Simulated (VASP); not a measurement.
# GaCuSe2 (I-42d) in VASP: further runs, part 2 of 2

VASP 6.6.1.

### 3 Single point, PBEsol

This run uses another cell than the first one, of 21.47 Å³/atom.

INCAR

```
PREC     = Accurate       # precision mode
ENCUT    = 520            # plane-wave cutoff, eV
EDIFF    = 1E-7           # SCF threshold, eV
ISMEAR   = -1             # smearing method
SIGMA    = 0.05           # smearing width, eV
LREAL    = False          # projectors in reciprocal space
LASPH    = True           # aspherical terms in the spheres
NELM     = 80             # most SCF steps
ALGO     = Normal         # electronic algorithm
ISIF     = 2              # what is computed and relaxed
LWAVE    = False          # write WAVECAR
LCHARG   = False          # write CHGCAR
GGA      = PS             # functional
NBANDS   = 46             # bands
```

KPOINTS

```
Automatic mesh
0
Gamma
  7 7 7
```

POSCAR

```
GaCuSe2
1.0
   -2.7849395696      2.7849395696      5.5372763422
    2.7849395696     -2.7849395696      5.5372763422
    2.7849395696      2.7849395696     -5.5372763422
Se Ga Cu
4 2 2
Direct
    0.1167862833      0.6250000000     -0.0082137167
    0.8750000000      0.8832137167      0.5082137167
    0.6332137167      0.1250000000      1.0082137167
    0.3750000000      0.3667862833      0.4917862833
    0.2500000000      0.7500000000      0.5000000000
    0.5000000000      0.5000000000      0.0000000000
    0.7500000000      0.2500000000      0.5000000000
    0.0000000000      0.0000000000      0.0000000000
```

Potentials or basis: VASP PAW PBE potentials, release 64 (Se, Ga_d, Cu).

Command:

```sh
cat potpaw_PBE.64/Se/POTCAR potpaw_PBE.64/Ga_d/POTCAR potpaw_PBE.64/Cu/POTCAR > POTCAR
mpirun -np 1 vasp_std > vasp.out
```

OUTCAR:

```text
PREC = Accurate
   ENCUT = 520
   EDIFF = 1E-7
   ISMEAR = -1
   LREAL = False
   LASPH = True
   NELM = 80
   ISIF = 2
   GGA = PS

 ion  position               nearest neighbor table
   1  0.117  0.625  0.992-   8 2.38   7 2.38   5 2.43   6 2.43
   2  0.875  0.883  0.508-   7 2.38   8 2.38   5 2.43   6 2.43
   3  0.633  0.125  0.008-   8 2.38   7 2.38   6 2.43   5 2.43
   4  0.375  0.367  0.492-   7 2.38   8 2.38   6 2.43   5 2.43
   5  0.250  0.750  0.500-   3 2.43   2 2.43   1 2.43   4 2.43
   6  0.500  0.500  0.000-   2 2.43   3 2.43   4 2.43   1 2.43
   7  0.750  0.250  0.500-   4 2.38   2 2.38   1 2.38   3 2.38
   8  0.000  0.000  0.000-   1 2.38   3 2.38   4 2.38   2 2.38

  LATTYP: Found a body centered tetragonal cell.
 ALAT       =     5.5698791392
 C/A-ratio  =     1.9882931761

  Lattice vectors:

 A1 = (  -2.7849395696,   2.7849395696,   5.5372763422)
 A2 = (   2.7849395696,  -2.7849395696,   5.5372763422)
 A3 = (   2.7849395696,   2.7849395696,  -5.5372763422)

Analysis of symmetry for initial positions (statically):
=====================================================================
 Subroutine PRICEL returns:
 Original cell was already a primitive cell.

 Routine SETGRP: Setting up the symmetry group for a
 body centered tetragonal supercell.

 Subroutine GETGRP returns: Found  8 space group operations
 (whereof  4 operations were pure point group operations)
 out of a pool of 16 trial point group operations.

The static configuration has the point symmetry S_4 .
 The point group associated with its full space group is D_2d.

Analysis of symmetry for dynamics (positions and initial velocities):
=====================================================================
 Subroutine PRICEL returns:
 Original cell was already a primitive cell.

 Routine SETGRP: Setting up the symmetry group for a
 body centered tetragonal supercell.

[... 135 lines left out ...]
   IMIX   =      4    mixing-type and parameters
     AMIX     =   0.40;   BMIX     =  1.00
     AMIX_MAG =   1.60;   BMIX_MAG =  1.00
  volume/ion in A,a.u.               =      21.47       144.91
  Fermi-wavevector in a.u.,A,eV,Ry     =   1.225151  2.315200 20.422289  1.500996
  Thomas-Fermi vector in A             =   2.360200
   LORBIT       =      0    0 simple, 1 ext, 2 COOP (PROOUT), +10 PAW based schemes
   GGA     = PS    functional components
   LHFCALC =     F    Hartree Fock is set to
   AEXX    =    0.0000 exact exchange contribution
   IVDW    =     0    specifies the selected vdW correction
   LEPSILON=     F    determine dielectric tensor
   LRPA    =     F    only Hartree local field effects (RPA)
 non-spin polarized calculation
  energy-cutoff  :      520.00
  volume of cell :      171.79
 maximum number of plane-waves:      4650
 NGX is ok and might be reduce to    54
   NGX = 25   NGY = 25   NGZ = 25

 number of electron      72.0000014 magnetization

 Free energy of the ion-electron system (eV)
  ---------------------------------------------------
  ext. energy  EPLUGINS =         0.00000000
  ---------------------------------------------------
  free energy    TOTEN  =       -34.40757159 eV

  energy without entropy =      -34.40691659  energy(sigma->0) =      -34.40724409

 E-fermi :   4.1562     XC(G=0):  -9.8988

 val. band max:        4.0490825025   @ k =   0.0000   0.0000   0.0000
 cond. band min:       4.1936223691   @ k =   0.0000   0.0000   0.0000
 fundamental gap:      0.1445398666
 Fermi energy:         4.1562158692

 k-point     1 :       0.0000    0.0000    0.0000
  band No.  band energies     occupation
      1     -11.4731      2.00000
      2     -11.4712      2.00000
      3     -11.4712      2.00000
      4     -11.3171      2.00000
      5     -11.3022      2.00000
      6     -11.3022      2.00000
[... 1165 lines left out ...]
     45       9.5192      0.00000
     46       9.6132      0.00000

 [... further k-points ...]
[... 5 lines left out ...]
  --------------------------------------------------------------------------------------
  -------------------------------------------------------------------------------------
  Total        0.2183803      0.2183803      0.2172185      0.0000000      0.0000000      0.0000000
  in kB        2.0367435      2.0367435      2.0259072      0.0000000      0.0000000      0.0000000
  external PRESSURE =       2.0331314 kB  Pullay stress =       0.0000000 kB

 VOLUME and BASIS-vectors are now :
 -----------------------------------------------------------------------------
  energy-cutoff  :      520.00
  volume of cell :      171.79
      direct lattice vectors                 reciprocal lattice vectors
    -2.784939570  2.784939570  5.537276342     0.000000000  0.179537109  0.090297101
     2.784939570 -2.784939570  5.537276342     0.179537109  0.000000000  0.090297101
     2.784939570  2.784939570 -5.537276342     0.179537109  0.179537109  0.000000000

 POSITION                                       TOTAL-FORCE (eV/Angst)
 -----------------------------------------------------------------------------------
      4.17741      1.34672     -1.38432        -0.000000      0.024137      0.000000
      1.43822      1.39247      6.92160        -0.024137      0.000000     -0.000000
     -1.39247      1.43822      4.15296        -0.000000     -0.024137     -0.000000
      1.34672      1.39247      1.38432         0.024137     -0.000000      0.000000
      2.78494      0.00000      2.76864        -0.000000      0.000000      0.000000
      0.00000      0.00000      5.53728        -0.000000      0.000000     -0.000000
      0.00000      2.78494      2.76864        -0.000000      0.000000     -0.000000
      0.00000      0.00000      0.00000        -0.000000     -0.000000      0.000000
 -----------------------------------------------------------------------------------
    total drift:                                0.000003      0.000003      0.000002

  FREE ENERGIE OF THE ION-ELECTRON SYSTEM (eV)
  ---------------------------------------------------
  free  energy   TOTEN  =       -34.4075715893 eV

  energy  without entropy=      -34.4069165947  energy(sigma->0) =      -34.40724409
```

stdout:

```text
POSCAR found type information on POSCAR SeGaCu
 POSCAR found :  3 types and       8 ions
 scaLAPACK will be used
 -----------------------------------------------------------------------------
|                                                                             |
|                                                                             |
|     You enforced a specific xc type in the INCAR file but a different       |
|     I HOPE YOU KNOW WHAT YOU ARE DOING!                                     |
|                                                                             |
 -----------------------------------------------------------------------------

 LDA part: xc-table for (Slater+PW92), standard interpolation
 POSCAR, INCAR and KPOINTS ok, starting setup
 FFT: planning ... GRIDC
 FFT: planning ... GRID_SOFT
 FFT: planning ... GRID
 WAVECAR not read
 entering main loop
```

Run time: 10 min. Hardware: 1 thread of Intel Xeon Platinum 8259CL at 2.50GHz (Skylake/Cascade Lake), shared host; peak memory 0.58 GiB.

Results:

```
Free energy            : -34.4076 eV
Pressure               : 0.2 GPa
Largest force          : 0.024 eV/Å
Band gap on the k mesh : 0.14 eV
```

Forces on the atoms (eV/Å):
```
Se   0.000  0.024  0.000
Se  -0.024  0.000  0.000
Se   0.000 -0.024  0.000
Se   0.024  0.000  0.000
Ga   0.000  0.000  0.000
Ga   0.000  0.000  0.000
Cu   0.000  0.000  0.000
Cu   0.000  0.000  0.000
```

Caveat: the PAW data sets were made with another functional, which shifts forces and pressure a little.

### 4 Single point, LDA

INCAR

```
PREC = Accurate
ENCUT = 520
EDIFF = 1E-7
ISMEAR = 0
SIGMA = 0.01
LREAL = False
LASPH = True
NELM = 80
ALGO = Normal
ISIF = 2
LWAVE = False
LCHARG = False
GGA = CA
NBANDS = 46
```

KPOINTS

```
Automatic mesh
0
Gamma
  6 6 6
```

POSCAR

```
GaCuSe2
1.0
   -2.8095500000      2.8095500000      5.5130000000
    2.8095500000     -2.8095500000      5.5130000000
    2.8095500000      2.8095500000     -5.5130000000
Se Ga Cu
4 2 2
Direct
    0.1256200000      0.6250000000      0.0006200000
    0.8750000000      0.8743800000      0.4993800000
    0.6243800000      0.1250000000      0.9993800000
    0.3750000000      0.3756200000      0.5006200000
    0.2500000000      0.7500000000      0.5000000000
    0.5000000000      0.5000000000      0.0000000000
    0.7500000000      0.2500000000      0.5000000000
    0.0000000000      0.0000000000      0.0000000000
```

Potentials or basis: VASP PAW LDA potentials, release 64 (Se, Ga_d, Cu).

Command:

```sh
cat potpaw_LDA.64/Se/POTCAR potpaw_LDA.64/Ga_d/POTCAR potpaw_LDA.64/Cu/POTCAR > POTCAR
mpirun -np 1 vasp_std > vasp.out
```

Run time: 16 min. Hardware: 1 thread of Oxide Virtual Turin-like, shared host; peak memory 0.41 GiB.

Results (log left out):

| Item | Value |
| --- | --- |
| Free energy | -36.8378 eV |
| Pressure | -2.7 GPa |
| Largest force | 0.436 eV/Å |
| Band gap on the k mesh | 0.13 eV |

Forces on the atoms (eV/Å):
```
Se   0.000 -0.436  0.000
Se   0.436  0.000  0.000
Se   0.000  0.436  0.000
Se  -0.436  0.000  0.000
Ga   0.000  0.000  0.000
Ga   0.000  0.000  0.000
Cu   0.000  0.000  0.000
Cu   0.000  0.000  0.000
```

Stress tensor (GPa, compression positive):
```
-2.80  0.00  0.00
 0.00 -2.80  0.00
 0.00  0.00 -2.50
```

Levels at points of the mesh, in eV from the valence-band top:
```csv
k point,band 34,band 35,band 36,band 37,band 38,band 39
"(0.00, 0.00, 0.00)",-0.13,-0.13,0.00,0.13,1.83,2.22
"(0.50, 0.00, 0.00)",-1.28,-1.15,-0.58,2.17,2.56,3.17
"(0.50, 0.50, 0.00)",-0.85,-0.52,-0.52,1.12,1.12,3.26
"(0.50, 0.50, 0.50)",-1.27,-0.94,-0.94,1.83,1.83,1.89
```

### 5 Single point, PBEsol

INCAR

```
SYSTEM = GaCuSe2
ALGO = Normal
EDIFF = 1E-6
ENCUT = 520
GGA = PS
ISIF = 2
ISMEAR = 0
LASPH = .True.
LCHARG = .False.
LREAL = .False.
LWAVE = .False.
NBANDS = 46
NELM = 80
PREC = Accurate
SIGMA = 0.01
```

KPOINTS

```
k-points
0
Gamma
  6 6 6
  0 0 0
```

POSCAR is that of step 4.

Potentials or basis: VASP PAW PBE potentials, release 64 (Se, Ga_d, Cu).

Command:

```sh
cat potpaw_PBE.64/Se/POTCAR potpaw_PBE.64/Ga_d/POTCAR potpaw_PBE.64/Cu/POTCAR > POTCAR
mpirun -np 1 vasp_std > vasp.out
```

Run time: 6.4 min. Hardware: 1 thread of Oxide Virtual Turin-like, shared host; peak memory 0.47 GiB.

It converged, with:

| Quantity | Value |
| --- | --- |
| Free energy | -34.3647 eV |
| Pressure | -0.5 GPa |
| Largest force | 0.410 eV/Å |
| Band gap on the k mesh | 0.18 eV |

Forces on the atoms (eV/Å):
```
Se   0.000 -0.410  0.000
Se   0.410  0.000  0.000
Se   0.000  0.410  0.000
Se  -0.410  0.000  0.000
Ga   0.000  0.000  0.000
Ga   0.000  0.000  0.000
Cu   0.000  0.000  0.000
Cu   0.000  0.000  0.000
```

Stress tensor (GPa, compression positive):
```
-0.57  0.00  0.00
 0.00 -0.57  0.00
 0.00  0.00 -0.34
```

Levels at points of the mesh, in eV from the valence-band top:
| k point | band 34 | band 35 | band 36 | band 37 | band 38 | band 39 |
| --- | --- | --- | --- | --- | --- | --- |
| (0.00, 0.00, 0.00) | -0.13 | -0.13 | 0.00 | 0.18 | 1.82 | 2.24 |
| (0.50, 0.00, 0.00) | -1.25 | -1.12 | -0.57 | 2.20 | 2.58 | 3.18 |
| (0.50, 0.50, 0.00) | -0.83 | -0.51 | -0.51 | 1.15 | 1.15 | 3.28 |
| (0.50, 0.50, 0.50) | -1.25 | -0.93 | -0.93 | 1.85 | 1.85 | 1.87 |

Caveat: the PAW data sets were made with another functional, which shifts forces and pressure a little.

### 6 Summary

| level | potentials or basis | cell | k mesh | cutoff (eV) | smearing | tolerance level | purpose | start | dipole correction | gap on the mesh (eV) | pressure (GPa) | largest force (eV/Å) |
| --- | --- | --- | --- | --- | --- | --- | --- | --- | --- | --- | --- | --- |
| PBE | VASP PAW PBE potentials, release 64 (Se, Ga_d, Cu) | a = 6.796 Å, angles 131.2, 131.2, 71.6°, 8 atoms, atomic positions A | 6 × 6 × 6 | 400 | gaussian 0.03 eV | tight | restart | from scratch | - | 0.25 | 2.8 | 0.38 |
| PBEsol | VASP PAW PBE potentials, release 64 (Se, Ga_d, Cu) | a = 6.795 Å, angles 131.6, 131.6, 70.8°, 8 atoms, atomic positions B | 7 × 7 × 7 | 520 | fermi-dirac 0.05 eV | - | - | - | no | 0.14 | 0.2 | 0.02 |
| LDA | VASP PAW LDA potentials, release 64 (Se, Ga_d, Cu) | a = 6.796 Å, angles 131.2, 131.2, 71.6°, 8 atoms, atomic positions A | 6 × 6 × 6 | 520 | gaussian 0.01 eV | - | - | - | no | 0.13 | -2.7 | 0.44 |
| PBEsol | VASP PAW PBE potentials, release 64 (Se, Ga_d, Cu) | a = 6.796 Å, angles 131.2, 131.2, 71.6°, 8 atoms, atomic positions A | 6 × 6 × 6 | 520 | gaussian 0.01 eV | - | - | - | no | 0.18 | -0.5 | 0.41 |

Alike in all rows: task single point; no spin polarisation.

Caveats: the PAW data sets were made with another functional, which shifts forces and pressure a little (at least some runs).

Absolute energies hang on the potentials; compare differences alone.

### 7 Comparison with measurements

Step 3. Against the measured gap of GaCuSe2, 1.72 eV (“Growth and anisotropy of transport properties of CuGaSe2 single crystals”, 2018, pmc:6251020), the calculated 0.14 eV is off by -1.58 eV. So large a miss can be the level of theory's own, or it may mean another phase, state or a wrong row. 2 values of this kind are on record in papers (1.7 to 1.72 eV); this one was drawn at random among those near their median. Spin-orbit coupling on Ga, Se is left out. The value is that of PBEsol, without temperature or zero-point motion. Semilocal functionals fall short of measured gaps as a rule.

Step 5. Against the measured gap of GaCuSe2, 1.7 eV (“Growth and anisotropy of transport properties of CuGaSe2 single crystals”, 2018, pmc:6251020), the calculated 0.18 eV is off by -1.52 eV. So large a miss can be the level of theory's own, or it may mean another phase, state or a wrong row. 2 values of this kind are on record in papers (1.7 to 1.72 eV); this one was drawn at random among those near their median. Spin-orbit coupling on Ga, Se is left out. The value is that of PBEsol, without temperature or zero-point motion. Semilocal functionals fall short of measured gaps as a rule.
